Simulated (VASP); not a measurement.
The system is LiH.

```
Li H
1.0
     0.00000    2.10219    1.99847
     2.10219    0.00000    1.99847
     2.10219    2.10219    0.00000
Li H
1 1
Direct
  0.00000 0.00000 0.00000
  0.50000 0.50000 0.50000
```

This cell differs from its parent crystal: biaxial xy strain +5.2%.

Program: VASP 6.6.1. Alike in all runs: task single point; potentials or basis VASP PAW PBE potentials, release 64 (Li_sv, H); no spin polarisation; cell as given; cutoff (eV) 520.

Q: Order these runs on this cell by their band gap on the k mesh, lowest first.
A. level PBE; k mesh 10 × 10 × 10; smearing fermi-dirac 0.02 eV
B. level r2SCAN; k mesh 10 × 10 × 10; smearing gaussian 0.01 eV
C. level HSE06; k mesh 8 × 8 × 8; smearing gaussian 0.01 eV; grid for exact exchange (PRECFOCK) Normal; screening parameter 0.2079 1/Å

A: A (2.59 eV), B (3.18 eV), C (3.54 eV).

A k mesh can miss the band edges.
